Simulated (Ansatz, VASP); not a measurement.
One calculation of Ir, two programs

```xyz
1
Lattice="0.0000 1.8597 2.0456 1.8597 0.0000 2.0456 1.8597 1.8597 0.0000" Properties=species:S:1:pos:R:3 pbc="T T T"
Ir    0.0000    0.0000    0.0000
```

Alike in both runs: task single point; functional PBE; k mesh 24 × 24 × 24; occupations gaussian, width 0.15 eV; no spin polarisation.

```csv
,VASP,Ansatz
version,VASP 6.6.1,Ansatz 0.2.0
potentials or method,"VASP PAW PBE potentials, release 64 (Ir), cutoff 520 eV","scalar-relativistic, plane waves, PAW"
valence electrons in the cell,9,17
```

```csv
,VASP,Ansatz,Ansatz less VASP
gap on the k mesh at the Fermi level (eV),none,none,-
pressure (GPa),11.9,11.4,-0.44
"traceless stress, the component that is largest in VASP (GPa)",-24.64,-24.76,-0.124
```

A gap of «none» marks a metal or a gap that the smearing closes. With one functional, cell and mesh, what is left measures potentials, basis and numerics. VASP's potentials hold 9 valence electrons a cell and Ansatz's 17, so a difference there can come from the potentials and not from the codes.

Neither program's run includes spin-orbit coupling.
